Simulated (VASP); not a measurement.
# MgB2 (P6/mmm) in VASP: single point with r2SCAN+rVV10

Aim: the single point of MgB2 with r2SCAN+rVV10.

All numbers are computed with VASP 6.6.1; they aren't measurements. Logs are shortened: lines on timing, memory, paths and dates and some standing lists are left out, and cuts for length are marked.

### 1 The cell of the first run

It takes space group P6/mmm (No. 191, hexagonal). The conventional cell has a = 3.061 Å, b = 3.061 Å, c = 3.445 Å, α = 90.00°, β = 90.00°, γ = 120.00°. Mg (site symmetry 6/mmm) has 12 B at 2.47 Å and 6 Mg at 3.06 Å within 3.3 Å. Within 2.3 Å of B (site symmetry -6m2) lie 3 B at 1.77 Å.

### 2 Single point, r2SCAN+rVV10 (9.32 Å³/atom)

The input, POSCAR:

```
MgB2
1.0
    3.0611385625      0.0000000000      0.0000000000
   -1.5305692813      2.6510237596      0.0000000000
    0.0000000000      0.0000000000      3.4446094932
Mg B
1 2
Direct
    0.0000000000      0.0000000000      0.0000000000
    0.3333333333      0.6666666667      0.5000000000
    0.6666666667      0.3333333333      0.5000000000
```

The input, INCAR.step1:

```
SYSTEM = MgB2
  PREC = Accurate
  ENCUT = 920
  ISMEAR = 0
  SIGMA = 0.05
  LREAL = .False.
  LASPH = .True.
  NELM = 120
  NBANDS = 15
  GGA = PE
  ALGO = Normal
  EDIFF = 1E-5
  LWAVE = .True.
  LCHARG = .False.
  GGA_COMPAT = .False.
```

The input, INCAR.step2:

```
SYSTEM = MgB2
  PREC = Accurate
  ENCUT = 920
  EDIFF = 1E-6
  ISMEAR = 0
  SIGMA = 0.05
  LREAL = .False.
  LASPH = .True.
  NELM = 120
  ALGO = Normal
  ISIF = 2
  LWAVE = .False.
  LCHARG = .True.
  METAGGA = R2SCAN
  LMIXTAU = .True.
  LUSE_VDW = .True.
  IVDW_NL = 2
  BPARAM = 11.95
  CPARAM = 0.0093
  LELF = .True.
  LVHAR = .True.
  NBANDS = 15
  ISTART = 1
  GGA_COMPAT = .False.
```

The input, KPOINTS:

```
regular mesh
0
Gamma
  8 8 6
  0 0 0
```

Potentials or basis: VASP PAW PBE potentials, release 64 (Mg_sv, B).

On the command line:

```bash
cat potpaw_PBE.64/Mg_sv/POTCAR potpaw_PBE.64/B/POTCAR > POTCAR
cp INCAR.step1 INCAR
mpirun -np 1 vasp_std > vasp.out
cp INCAR.step2 INCAR
mpirun -np 1 vasp_std > vasp.out
```

OUTCAR:

```text
SYSTEM = MgB2
   PREC = Accurate
   ENCUT = 920
   EDIFF = 1E-6
   ISMEAR = 0
   LREAL = .False.
   LASPH = .True.
   NELM = 120
   ISIF = 2
   METAGGA = R2SCAN
   IVDW_NL = 2
   BPARAM = 11.95
   ISTART = 1

 ion  position               nearest neighbor table
   1  0.000  0.000  0.000-
   2  0.333  0.667  0.500-   3 1.77   3 1.77   3 1.77
   3  0.667  0.333  0.500-   2 1.77   2 1.77   2 1.77

  LATTYP: Found a hexagonal cell.
 ALAT       =     3.0611385625
 C/A-ratio  =     1.1252706870

  Lattice vectors:

 A1 = (   3.0611385625,   0.0000000000,   0.0000000000)
 A2 = (  -1.5305692813,   2.6510237596,   0.0000000000)
 A3 = (   0.0000000000,   0.0000000000,   3.4446094932)

Analysis of symmetry for initial positions (statically):
=====================================================================
 Subroutine PRICEL returns:
 Original cell was already a primitive cell.

 Routine SETGRP: Setting up the symmetry group for a
 hexagonal supercell.

 Subroutine GETGRP returns: Found 24 space group operations
 (whereof 24 operations were pure point group operations)
 out of a pool of 24 trial point group operations.

The static configuration has the point symmetry D_6h.

Analysis of symmetry for dynamics (positions and initial velocities):
=====================================================================
 Subroutine PRICEL returns:
 Original cell was already a primitive cell.

 Routine SETGRP: Setting up the symmetry group for a
 hexagonal supercell.

 Subroutine GETGRP returns: Found 24 space group operations
 (whereof 24 operations were pure point group operations)
 out of a pool of 24 trial point group operations.

The dynamic configuration has the point symmetry D_6h.

 Subroutine INISYM returns: Found 24 space group operations
 (whereof 24 operations are pure point group operations),
 and found     1 'primitive' translations

----------------------------------------------------------------------------------------

                                     Primitive cell

  volume of cell :      27.9535

  direct lattice vectors                    reciprocal lattice vectors
     3.061138563  0.000000000  0.000000000     0.326675836  0.188606382  0.000000000
    -1.530569281  2.651023760  0.000000000     0.000000000  0.377212764  0.000000000
     0.000000000  0.000000000  3.444609493     0.000000000  0.000000000  0.290308670

[... 83 lines left out ...]
   ENCUT  =  920.0 eV  67.62 Ry    8.22 a.u.   7.57  7.57  8.52*2*pi/ulx,y,z
   NELM   =    120;   NELMIN=  2; NELMDL=  0     # of ELM steps
   EDIFF  = 0.1E-05   stopping-criterion for ELM
   LREAL  =      F    real-space projection
[... 7 lines left out ...]
   TEBEG  =    0.0;   TEEND  =   0.0 temperature during run
   PSTRESS=    0.0 pullay stress
   NELECT =      16.0000    total number of electrons
   NUPDOWN=      -1.0000    fix difference up-down
   EMIN   =  10.00;   EMAX   =-10.00  energy-range for DOS
   EFERMI =   0.00;   METHOD = LEGACY
   ISMEAR =     0;   SIGMA  =   0.05  broadening in eV -4-tet -1-fermi 0-gaus
   EFERMI_NEDOS =   21; number of points for ismear=-14 and -15
   IALGO  =     38    algorithm
   IMIX   =      4    mixing-type and parameters
     AMIX     =   0.40;   BMIX     =  1.00
     AMIX_MAG =   1.60;   BMIX_MAG =  1.00
  volume/ion in A,a.u.               =       9.32        62.88
  Fermi-wavevector in a.u.,A,eV,Ry     =   1.359260  2.568629 25.137968  1.847588
  Thomas-Fermi vector in A             =   2.486023
   LORBIT       =      0    0 simple, 1 ext, 2 COOP (PROOUT), +10 PAW based schemes
   METAGGA = R2SCAN    functional components
   LHFCALC =     F    Hartree Fock is set to
   AEXX    =    0.0000 exact exchange contribution
   IVDW_NL    =     2    kernel type
   BPARAM     =11.9500
   IVDW    =     0    specifies the selected vdW correction
   LEPSILON=     F    determine dielectric tensor
   LRPA    =     F    only Hartree local field effects (RPA)
 non-spin polarized calculation
 Gauss-broadening in eV      SIGMA  =   0.05
  energy-cutoff  :      920.00
  volume of cell :       27.95
 maximum number of plane-waves:      1811
   NGX = 15   NGY = 15   NGZ = 17

 number of electron      16.0000003 magnetization

 Free energy of the ion-electron system (eV)
  ---------------------------------------------------
  ext. energy  EPLUGINS =         0.00000000
  ---------------------------------------------------
  free energy    TOTEN  =       -19.04228423 eV

  energy without entropy =      -19.04118645  energy(sigma->0) =      -19.04173534

 E-fermi :   5.4146     XC(G=0): -12.0081

 val. band max:        5.3758344371   @ k =   0.1250   0.0000   0.3333
 cond. band min:       5.4696056619   @ k =   0.3750   0.1250   0.3333
 fundamental gap:      0.0937712248
 Fermi energy:         5.4146345065

 k-point     1 :       0.0000    0.0000    0.0000
  band No.  band energies     occupation
      1     -72.7308      2.00000
      2     -37.8384      2.00000
      3     -37.8384      2.00000
      4     -37.8301      2.00000
      5      -8.0754      2.00000
      6       2.3369      2.00000
      7       5.7066      0.00000
      8       5.7066      0.00000
      9       7.6592      0.00000
     10      12.0009      0.00000
     11      12.0009      0.00000
     12      14.0051      0.00000
     13      16.4309      0.00000
     14      19.4586      0.00000
[... 401 lines left out ...]
      2     -37.8750      2.00000
      3     -37.8468      2.00000
      4     -37.8310      2.00000
      5      -4.7175      2.00000
      6      -0.4633      2.00000
      7       1.1885      2.00000
      8       3.4722      2.00000
      9       6.6117      0.00000
     10      11.2577      0.00000
     11      15.9891      0.00000
     12      16.0431      0.00000
     13      16.9482      0.00000
     14      19.7646      0.00000
     15      19.8436      0.00000

 [... further k-points ...]
[... 5 lines left out ...]
  --------------------------------------------------------------------------------------
  -------------------------------------------------------------------------------------
  Total        0.5555421      0.5555421      0.5469644     -0.0000000     -0.0000000      0.0000000
  in kB       31.8413102     31.8413101     31.3496762     -0.0000000     -0.0000000      0.0000000
  external PRESSURE =      31.6774322 kB  Pullay stress =       0.0000000 kB

 VOLUME and BASIS-vectors are now :
 -----------------------------------------------------------------------------
  energy-cutoff  :      920.00
  volume of cell :       27.95
      direct lattice vectors                 reciprocal lattice vectors
     3.061138563  0.000000000  0.000000000     0.326675836  0.188606382  0.000000000
    -1.530569281  2.651023760  0.000000000     0.000000000  0.377212764  0.000000000
     0.000000000  0.000000000  3.444609493     0.000000000  0.000000000  0.290308670

 POSITION                                       TOTAL-FORCE (eV/Angst)
 -----------------------------------------------------------------------------------
      0.00000      0.00000      0.00000        -0.000000      0.000000      0.000000
     -0.00000      1.76735      1.72230        -0.000000      0.000000      0.000000
      1.53057      0.88367      1.72230         0.000000      0.000000      0.000000
 -----------------------------------------------------------------------------------
    total drift:                                0.000000     -0.000000      0.000000

  FREE ENERGIE OF THE ION-ELECTRON SYSTEM (eV)
  ---------------------------------------------------
  free  energy   TOTEN  =       -19.0422842332 eV

  energy  without entropy=      -19.0411864475  energy(sigma->0) =      -19.04173534
```

OUTCAR.step1:

```text
SYSTEM = MgB2
   PREC = Accurate
   ENCUT = 920
   ISMEAR = 0
   LREAL = .False.
   LASPH = .True.
   NELM = 120
[... 656 lines left out ...]
      0.00000      0.00000      0.00000        -0.000000      0.000000      0.000000
     -0.00000      1.76735      1.72230         0.000000     -0.000000      0.000000
      1.53057      0.88367      1.72230        -0.000000      0.000000      0.000000
 -----------------------------------------------------------------------------------
    total drift:                                0.000000     -0.000000      0.000000

  FREE ENERGIE OF THE ION-ELECTRON SYSTEM (eV)
  ---------------------------------------------------
  free  energy   TOTEN  =       -15.2860425897 eV

  energy  without entropy=      -15.2837794925  energy(sigma->0) =      -15.28491104
```

Run time: 73 s. Hardware: 1 thread of Intel Xeon 6975P-C (Granite Rapids), shared host; peak memory 0.32 GiB.

Results:

| Item | Value |
| --- | --- |
| Free energy | -19.0423 eV |
| Pressure | 3.2 GPa |
| Band gap on the k mesh | zero (bands 8 and 9 overlap by 2.83 eV) |

Levels at points of the mesh, in eV from the Fermi level:
```tsv
k point	band 5	band 6	band 7	band 8	band 9	band 10	band 11	band 12
(0.00, 0.00, 0.00)	-13.49	-3.08	0.29	0.29	2.24	6.59	6.59	8.59
(0.50, 0.00, 0.00)	-9.37	-8.51	-2.46	0.25	3.43	4.04	6.10	8.36
(0.00, 0.00, 0.50)	-12.09	-7.95	0.74	0.74	6.91	6.91	8.58	10.71
(0.50, 0.00, 0.50)	-8.29	-7.51	-3.91	-2.14	-1.33	6.13	9.63	9.94
```

Caveat: the cell stands under pressure; the PAW data sets were made with another functional, which shifts forces and pressure a little.

The gap in the log of VASP goes by the Fermi energy; the results here count the filled bands.